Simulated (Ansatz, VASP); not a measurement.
One calculation of Be2CdO3, two programs

```xyz
12
Lattice="4.5469 -2.5949 0.0000 4.5469 2.5949 0.0000 0.0000 0.0000 4.7272" Properties=species:S:1:pos:R:3 pbc="T T T"
Be    2.9115   -0.8023    2.3467
Be    2.9115    0.8023    4.7103
Be    6.1823    0.8023    4.7103
Be    6.1823   -0.8023    2.3467
Cd    4.5469    1.6151    2.4248
Cd    4.5469   -1.6151    0.0612
O     2.6296    0.6745    3.0604
O     6.4642    0.6745    3.0604
O     4.5469   -1.2814    2.5511
O     2.6296   -0.6745    0.6969
O     6.4642   -0.6745    0.6969
O     4.5469    1.2814    0.1875
```

Alike in both runs: task single point; functional r2SCAN; k mesh 6 × 6 × 6; occupations gaussian, width 0.02 eV; no spin polarisation.

|  | VASP | Ansatz |
| --- | --- | --- |
| version | VASP 6.6.1 | Ansatz 0.2.0 |
| potentials or method | VASP PAW PBE potentials, release 64 (Be, Cd, O), cutoff 660 eV | scalar-relativistic, plane waves, PAW |
| valence electrons in the cell | 68 | 84 |

VASP gave:

* gap on the k mesh at the Fermi level (eV): 2.48
* least direct gap on the mesh (eV): 2.95
* pressure (GPa): -3.9
* traceless stress, the component that is largest in VASP (GPa): 0.37
* rms of the force components (eV/Å): 0.017

Q: Estimate Ansatz's values.

A: gap on the k mesh at the Fermi level (eV): 2.48; least direct gap on the mesh (eV): 2.95; pressure (GPa): -5.0; traceless stress, the component that is largest in VASP (GPa): 0.22; rms of the force components (eV/Å): 0.024.

VASP's potentials were made for PBE, not for r2SCAN. Atom by atom the forces differ by 0.027 eV/Å (rms over components). VASP's potentials hold 68 valence electrons a cell and Ansatz's 84, so a difference there can come from the potentials and not from the codes.
